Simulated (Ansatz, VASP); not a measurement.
# One calculation of In, two programs

```
In
1.0
    -1.60922    1.60922    2.47370
     1.60922   -1.60922    2.47370
     1.60922    1.60922   -2.47370
In
1
Direct
  0.00000 0.00000 0.00000
```

Alike in both runs: task single point; functional PBEsol; k mesh 10 × 10 × 10; occupations fermi-dirac, width 0.05 eV; no spin polarisation.

|  | VASP | Ansatz |
| --- | --- | --- |
| version | VASP 6.6.1 | Ansatz 0.2.0 |
| potentials or method | VASP PAW PBE potentials, release 64 (In_d) | Ansatz PAW |
| plane-wave cutoff (eV) | 520 | 420 |
| valence electrons in the cell | 13 | 13 |

```tsv
	VASP	Ansatz	Ansatz less VASP
gap on the k mesh at the Fermi level (eV)	none	none	-
pressure (GPa)	-0.1	-0.1	+0.02
traceless stress, the component that is largest in VASP (GPa)	-1.87	-1.87	+0.005
```

VASP's potentials were made for PBE, not for PBEsol. A gap of «none» marks a metal or a gap that the smearing closes. The functional is the same, so the differences come from potentials, cutoffs and numerics.
